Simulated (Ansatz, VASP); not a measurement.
**Sc: VASP beside Ansatz**

The input INCAR:

```
PREC = Accurate
ENCUT = 520
EDIFF = 1E-6
ISMEAR = -1
SIGMA = 0.08
LREAL = F
LASPH = T
NELM = 80
ALGO = Normal
ISIF = 2
LWAVE = F
LCHARG = F
GGA = PE
NBANDS = 18
```

File KPOINTS:

```
Automatic mesh
0
Gamma
  11 11 8
```

The input POSCAR:

```
Sc
1.0
    2.3125339659      2.3125339659      0.0000000000
   -2.3125339659      2.3125339659      0.0000000000
    0.0000000000      0.0000000000      4.6250679318
Sc
2
Direct
    0.0000000000      0.0000000000      0.0000000000
    0.5000000000      0.5000000000      0.5000000000
```

Input for Ansatz:

```yaml
crystal:
  lattice:
    - [2.3125339659, 2.3125339659, 0.0]
    - [-2.3125339659, 2.3125339659, 0.0]
    - [0.0, 0.0, 4.6250679318]
  atoms:
    - { symbol: Sc, position: [0.0, 0.0, 0.0] }
    - { symbol: Sc, position: [0.5, 0.5, 0.5] }
kpoints:
  mp_grid: { grid: [11, 11, 8] }
scf:
  occupations: { method: fermi_dirac, width: 0.08 }
hamiltonian:
  xc: pbe
  pseudopotentials: { kind: paw }
output:
  forces: true
  stress: true
  eigenvalues: true
```

Alike in both runs: task single point; functional PBE; k mesh 11 × 11 × 8; occupations fermi-dirac, width 0.08 eV; no spin polarisation.

|  | VASP | Ansatz |
| --- | --- | --- |
| version | VASP 6.6.1 | Ansatz 0.2.0 |
| potentials or method | VASP PAW PBE potentials, release 64 (Sc_sv) | PAW with Ansatz's default frozen-core files, scalar-relativistic |
| plane-wave cutoff (eV) | 520 | 420 |
| valence electrons in the cell | 22 | 22 |

|  | VASP | Ansatz | Ansatz less VASP |
| --- | --- | --- | --- |
| pressure (GPa) | 0.0 | 0.0 | -0.01 |
